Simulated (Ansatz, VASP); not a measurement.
One calculation of Si3IrRu, two programs

```xyz
5
Lattice="3.9791 0.0000 0.0000 -1.9895 3.4460 0.0000 0.0000 0.0000 5.2937" Properties=species:S:1:pos:R:3 pbc="T T T"
Si    0.0000    0.0000    5.1427
Si    1.9895    1.1487    1.9630
Si    0.0000    2.2973    3.3746
Ru    1.9895    1.1487    4.4266
Ir    0.0000    2.2973    0.9743
```

Alike in both runs: task single point; functional r2SCAN; k mesh 12 × 12 × 6; occupations gaussian, width 0.1 eV; no spin polarisation.

|  | VASP | Ansatz |
| --- | --- | --- |
| version | VASP 6.6.1 | Ansatz 0.2.0 |
| potentials or method | VASP PAW PBE potentials, release 64 (Si, Ru_pv, Ir), cutoff 520 eV | scalar-relativistic, plane waves, PAW |
| valence electrons in the cell | 35 | 45 |

```csv
,VASP,Ansatz,Ansatz less VASP
gap on the k mesh at the Fermi level (eV),none,none,-
pressure (GPa),-4.3,-4.8,-0.52
"traceless stress, the component that is largest in VASP (GPa)",0.17,0.06,-0.106
rms of the force components (eV/Å),0.040,0.040,-0.0005
```

VASP's potentials were made for PBE, not for r2SCAN. Atom by atom the forces differ by 0.011 eV/Å (rms over components). A gap of «none» marks a metal or a gap that the smearing closes. VASP's potentials hold 35 valence electrons a cell and Ansatz's 45, so a difference there can come from the potentials and not from the codes.

Neither program's run includes spin-orbit coupling.
